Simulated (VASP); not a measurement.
# Ba (Fd-3m) in VASP: single point with PBE

Aim: the single point of Ba with PBE.

Everything below comes from runs of VASP 6.6.1. Logs are shortened: lines on timing, memory, paths and dates and some standing lists are left out, and cuts for length are marked.

## 1. The cell of the first run

It takes space group Fd-3m (No. 227, cubic). Conventional cell: a = 7.736 Å, b = 7.736 Å, c = 7.736 Å, α = 90.00°, β = 90.00°, γ = 90.00°. Within 4.4 Å of Ba (site symmetry -43m) lie 4 Ba at 3.35 Å.

This isn't the form of Ba at room conditions, which is bcc.

## 2. Single point, PBE

INCAR reads:

```
  ALGO = Normal
  EDIFF = 1E-6
  ENCUT = 520
  GGA = PE
  ISIF = 2
  ISMEAR = -1
  LASPH = T
  LCHARG = F
  LREAL = F
  LWAVE = F
  NBANDS = 17
  NELM = 100
  PREC = Accurate
  SIGMA = 0.13605693000000002
```

KPOINTS reads:

```
k-points
0
Gamma
  8 8 8
```

POSCAR reads:

```
Ba
1.0
    0.0000000000      3.8680492810      3.8680492810
    3.8680492810      0.0000000000      3.8680492810
    3.8680492810      3.8680492810      0.0000000000
Ba
2
Direct
    0.0000000000      0.0000000000      0.0000000000
    0.2500000000      0.2500000000      0.2500000000
```

Potentials or basis: VASP PAW PBE potentials, release 64 (Ba_sv).

Command:

```bash
cat potpaw_PBE.64/Ba_sv/POTCAR > POTCAR
mpirun -np 1 vasp_std > vasp.out
```

OUTCAR:

```text
EDIFF = 1E-6
   ENCUT = 520
   GGA = PE
   ISIF = 2
   ISMEAR = -1
   LASPH = T
   LREAL = F
   NELM = 100
   PREC = Accurate

 ion  position               nearest neighbor table
   1  0.000  0.000  0.000-   2 3.35   2 3.35   2 3.35   2 3.35
   2  0.250  0.250  0.250-   1 3.35   1 3.35   1 3.35   1 3.35

  LATTYP: Found a face centered cubic cell.
 ALAT       =     7.7360985620

  Lattice vectors:

 A1 = (   0.0000000000,   3.8680492810,   3.8680492810)
 A2 = (   3.8680492810,   0.0000000000,   3.8680492810)
 A3 = (   3.8680492810,   3.8680492810,   0.0000000000)

Analysis of symmetry for initial positions (statically):
=====================================================================
 Subroutine PRICEL returns:
 Original cell was already a primitive cell.

 Routine SETGRP: Setting up the symmetry group for a
 face centered cubic supercell.

 Subroutine GETGRP returns: Found 48 space group operations
 (whereof 24 operations were pure point group operations)
 out of a pool of 48 trial point group operations.

The static configuration has the point symmetry T_d .
 The point group associated with its full space group is O_h .

Analysis of symmetry for dynamics (positions and initial velocities):
=====================================================================
 Subroutine PRICEL returns:
 Original cell was already a primitive cell.

 Routine SETGRP: Setting up the symmetry group for a
 face centered cubic supercell.

 Subroutine GETGRP returns: Found 48 space group operations
 (whereof 24 operations were pure point group operations)
 out of a pool of 48 trial point group operations.

The dynamic configuration has the point symmetry T_d .
 The point group associated with its full space group is O_h .

 Subroutine INISYM returns: Found 48 space group operations
 (whereof 24 operations are pure point group operations),
 and found     1 'primitive' translations

----------------------------------------------------------------------------------------

                                     Primitive cell

  volume of cell :     115.7460

  direct lattice vectors                    reciprocal lattice vectors
     0.000000000  3.868049281  3.868049281    -0.129264124  0.129264124  0.129264124
     3.868049281  0.000000000  3.868049281     0.129264124 -0.129264124  0.129264124
     3.868049281  3.868049281  0.000000000     0.129264124  0.129264124 -0.129264124

  length of vectors
     5.470247753  5.470247753  5.470247753     0.223892030  0.223892030  0.223892030

  position of ions in fractional coordinates (direct lattice)
     0.000000000  0.000000000  0.000000000
     0.250000000  0.250000000  0.250000000

  ion indices of the primitive-cell ions
   primitive index   ion index
                 1           1
                 2           2

----------------------------------------------------------------------------------------

 KPOINTS: k-points

Automatic generation of k-mesh.
 Grid dimensions read from file:
 generate k-points for:    8    8    8

 Generating k-lattice:

  Cartesian coordinates                     Fractional coordinates (reciprocal lattice)
    -0.016158015  0.016158015  0.016158015     0.125000000  0.000000000  0.000000000
     0.016158015 -0.016158015  0.016158015     0.000000000  0.125000000  0.000000000
     0.016158015  0.016158015 -0.016158015     0.000000000  0.000000000  0.125000000

  Length of vectors
     0.027986504  0.027986504  0.027986504

  Shift w.r.t. Gamma in fractional coordinates (k-lattice)
     0.000000000  0.000000000  0.000000000

 Subroutine IBZKPT returns following result:
 ===========================================

 Found     29 irreducible k-points:

 Following reciprocal coordinates:
            Coordinates               Weight
  0.000000  0.000000  0.000000      1.000000
  0.125000  0.000000  0.000000      8.000000
  0.250000  0.000000  0.000000      8.000000
  0.375000  0.000000  0.000000      8.000000
  0.500000  0.000000  0.000000      4.000000
  0.125000  0.125000  0.000000      6.000000
[... 16 lines left out ...]
  0.500000  0.250000  0.125000     48.000000
 -0.375000  0.250000  0.125000     24.000000
 [... further k-points ...]
   k-points           NKPTS =     29   k-points in BZ     NKDIM =     29   number of bands    NBANDS=     17
   number of dos      NEDOS =    301   number of ions     NIONS =      2
   total plane-waves  NPLWV =  74088
   dimension x,y,z NGX =    42 NGY =   42 NGZ =   42
   dimension x,y,z NGXF=    84 NGYF=   84 NGZF=   84
   ions per type =               2
   NGX,Y,Z   is equivalent  to a cutoff of  12.76, 12.76, 12.76 a.u.
   NGXF,Y,Z  is equivalent  to a cutoff of  25.53, 25.53, 25.53 a.u.
 SYSTEM =  unknown system
   PREC   = accura    normal or accurate (medium, high low for compatibility)
   ISTART =      0    job   : 0-new  1-cont  2-samecut
   ICHARG =      2    charge: 1-file 2-atom 10-const
   ISPIN  =      1    spin polarized calculation?
   LNONCOLLINEAR =      F non collinear calculations
   LSORBIT =      F    spin-orbit coupling
   LASPH  =      T    aspherical Exc in radial PAW
   ENCUT  =  520.0 eV  38.22 Ry    6.18 a.u.  10.17 10.17 10.17*2*pi/ulx,y,z
   NELM   =    100;   NELMIN=  2; NELMDL= -5     # of ELM steps
   EDIFF  = 0.1E-05   stopping-criterion for ELM
   LREAL  =      F    real-space projection
[... 7 lines left out ...]
   TEBEG  =    0.0;   TEEND  =   0.0 temperature during run
   PSTRESS=    0.0 pullay stress
   NELECT =      20.0000    total number of electrons
   NUPDOWN=      -1.0000    fix difference up-down
   EMIN   =  10.00;   EMAX   =-10.00  energy-range for DOS
   EFERMI =   0.00;   METHOD = LEGACY
   ISMEAR =    -1;   SIGMA  =   0.14  broadening in eV -4-tet -1-fermi 0-gaus
   EFERMI_NEDOS =   21; number of points for ismear=-14 and -15
   IALGO  =     38    algorithm
   IMIX   =      4    mixing-type and parameters
     AMIX     =   0.40;   BMIX     =  1.00
     AMIX_MAG =   1.60;   BMIX_MAG =  1.00
  volume/ion in A,a.u.               =      57.87       390.55
  Fermi-wavevector in a.u.,A,eV,Ry     =   0.911835  1.723118 11.312465  0.831443
  Thomas-Fermi vector in A             =   2.036160
   LORBIT       =      0    0 simple, 1 ext, 2 COOP (PROOUT), +10 PAW based schemes
   GGA     = PE    functional components
   LHFCALC =     F    Hartree Fock is set to
   AEXX    =    0.0000 exact exchange contribution
   IVDW    =     0    specifies the selected vdW correction
   LEPSILON=     F    determine dielectric tensor
   LRPA    =     F    only Hartree local field effects (RPA)
 non-spin polarized calculation
  energy-cutoff  :      520.00
  volume of cell :      115.75
 maximum number of plane-waves:      3142
 NGX is ok and might be reduce to    42
   NGX = 21   NGY = 21   NGZ = 21

 number of electron      20.0000001 magnetization

 Free energy of the ion-electron system (eV)
  ---------------------------------------------------
  ext. energy  EPLUGINS =         0.00000000
  ---------------------------------------------------
  free energy    TOTEN  =        -1.91404216 eV

  energy without entropy =       -1.74808971  energy(sigma->0) =       -1.83106593

 E-fermi :   1.6418     XC(G=0):  -7.5562

 val. band max:        1.6370515204   @ k =  -0.3750   0.1250   0.0000
 cond. band min:       1.6575535549   @ k =   0.2500   0.0000   0.0000
 fundamental gap:      0.0205020345
 Fermi energy:         1.6417617765

 k-point     1 :       0.0000    0.0000    0.0000
  band No.  band energies     occupation
      1     -27.7800      2.00000
      2     -27.1323      2.00000
      3     -13.3062      2.00000
      4     -13.3062      2.00000
      5     -13.3062      2.00000
      6     -12.1851      2.00000
[... 9 lines left out ...]
     16       4.4515      0.00000
     17       4.4515      0.00000

 k-point     2 :       0.1250    0.0000    0.0000
  band No.  band energies     occupation
      1     -27.7627      2.00000
      2     -27.1518      2.00000
      3     -13.3293      2.00000
      4     -13.3293      2.00000
      5     -13.3085      2.00000
      6     -12.1797      2.00000
[... 9 lines left out ...]
     16       4.3853      0.00000
     17       4.3853      0.00000

 k-point     3 :       0.2500    0.0000    0.0000
  band No.  band energies     occupation
      1     -27.7158      2.00000
      2     -27.2042      2.00000
      3     -13.3811      2.00000
      4     -13.3811      2.00000
      5     -13.3167      2.00000
      6     -12.1626      2.00000
[... 9 lines left out ...]
     16       4.5018      0.00000
     17       4.5018      0.00000

 k-point     4 :       0.3750    0.0000    0.0000
  band No.  band energies     occupation
      1     -27.6566      2.00000
      2     -27.2688      2.00000
      3     -13.4282      2.00000
      4     -13.4282      2.00000
      5     -13.3286      2.00000
      6     -12.1398      2.00000
[... 9 lines left out ...]
     16       5.0853      0.00000
     17       5.0853      0.00000
[... 343 lines left out ...]
      1     -27.6733      2.00000
      2     -27.2507      2.00000
      3     -13.5011      2.00000
      4     -13.4421      2.00000
      5     -13.1637      2.00000
      6     -12.3238      2.00000
[... 9 lines left out ...]
     16       4.3330      0.00000
     17       4.4300      0.00000

 k-point    23 :       0.5000    0.2500    0.1250
  band No.  band energies     occupation
      1     -27.6134      2.00000
      2     -27.3149      2.00000
      3     -13.5653      2.00000
      4     -13.4832      2.00000
      5     -13.1016      2.00000
      6     -12.3729      2.00000
[... 9 lines left out ...]
     16       4.3229      0.00000
     17       5.0320      0.00000

 k-point    24 :      -0.3750    0.2500    0.1250
  band No.  band energies     occupation
      1     -27.5792      2.00000
      2     -27.3509      2.00000
      3     -13.5882      2.00000
      4     -13.5021      2.00000
      5     -13.0745      2.00000
      6     -12.3934      2.00000
[... 9 lines left out ...]
     16       4.5804      0.00000
     17       4.9197      0.00000

 [... further k-points ...]

------------------------ aborting loop because EDIFF is reached ----------------------------------------

  FORCE on cell =-STRESS in cart. coord.  units (eV):
  Direction    XX          YY          ZZ          XY          YZ          ZX
  --------------------------------------------------------------------------------------
  -------------------------------------------------------------------------------------
  Total        0.2617506      0.2617506      0.2617506      0.0000000     -0.0000000     -0.0000000
  in kB        3.6232001      3.6232001      3.6232001      0.0000000     -0.0000000     -0.0000000
  external PRESSURE =       3.6232001 kB  Pullay stress =       0.0000000 kB

 VOLUME and BASIS-vectors are now :
 -----------------------------------------------------------------------------
  energy-cutoff  :      520.00
  volume of cell :      115.75
      direct lattice vectors                 reciprocal lattice vectors
     0.000000000  3.868049281  3.868049281    -0.129264124  0.129264124  0.129264124
     3.868049281  0.000000000  3.868049281     0.129264124 -0.129264124  0.129264124
     3.868049281  3.868049281  0.000000000     0.129264124  0.129264124 -0.129264124

 POSITION                                       TOTAL-FORCE (eV/Angst)
 -----------------------------------------------------------------------------------
      0.00000      0.00000      0.00000        -0.000000     -0.000000     -0.000000
      1.93402      1.93402      1.93402         0.000000      0.000000      0.000000
 -----------------------------------------------------------------------------------
    total drift:                               -0.000000     -0.000000     -0.000000

  FREE ENERGIE OF THE ION-ELECTRON SYSTEM (eV)
  ---------------------------------------------------
  free  energy   TOTEN  =        -1.9140421570 eV

  energy  without entropy=       -1.7480897116  energy(sigma->0) =       -1.83106593
```

It took 52 s on 1 thread of Intel Xeon Platinum 8375C at 2.90GHz (Ice Lake), shared host; peak memory 0.26 GiB.

Results:

```yaml
Free_energy: -1.9140 eV
Pressure: 0.4 GPa
Band_gap_on_the_k_mesh: zero (bands 10 and 11 overlap by 0.15 eV)
```

Caveat: spin-orbit coupling is left out, which moves the levels of the heavy elements.

The gap in the log of VASP goes by the Fermi energy; the results here count the filled bands.